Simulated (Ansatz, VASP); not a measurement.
# MoS2: VASP beside Ansatz

```
Mo S
1.0
     3.09647    0.00000    0.00000
    -1.54824    2.68162    0.00000
     0.00000    0.00000   12.04401
Mo S
2 4
Direct
  0.33333 0.66667 0.25000
  0.66667 0.33333 0.75000
  0.33333 0.66667 0.62750
  0.66667 0.33333 0.12750
  0.33333 0.66667 0.87250
  0.66667 0.33333 0.37250
```

Change from the starting cell: volume scaled by 0.94, crystal datasets.

Alike in both runs: task electric field gradients; functional LDA; k mesh 10 × 10 × 3; occupations fermi-dirac, width 0.03 eV; no spin polarisation.

|  | VASP | Ansatz |
| --- | --- | --- |
| version | VASP 6.6.1 | Ansatz 0.2.0 |
| potentials or method | VASP PAW LDA potentials, release 64 (Mo_sv, S), cutoff 520 eV | all-electron PAW with datasets made for the crystal, scalar-relativistic |

Ansatz gave:

```
pressure (GPa)                                                : 12.6
traceless stress, the component that is largest in VASP (GPa) : 5.62
rms of the force components (eV/Å)                            : 0.940
size of Vzz on the site where it differs most (V/Å²)          : 100.7
```

Question: Which values does VASP return?

Answer: Pressure (GPa): 12.7; traceless stress, the component that is largest in VASP (GPa): 5.56; rms of the force components (eV/Å): 0.942; size of Vzz on the site where it differs most (V/Å²): 104.5.

LDA's correlation is that of Perdew and Zunger in VASP and of Perdew and Wang (1992) in Ansatz. Atom by atom the forces differ by 0.002 eV/Å (rms over components). Ansatz ran all-electron here, and VASP with PAW potentials.
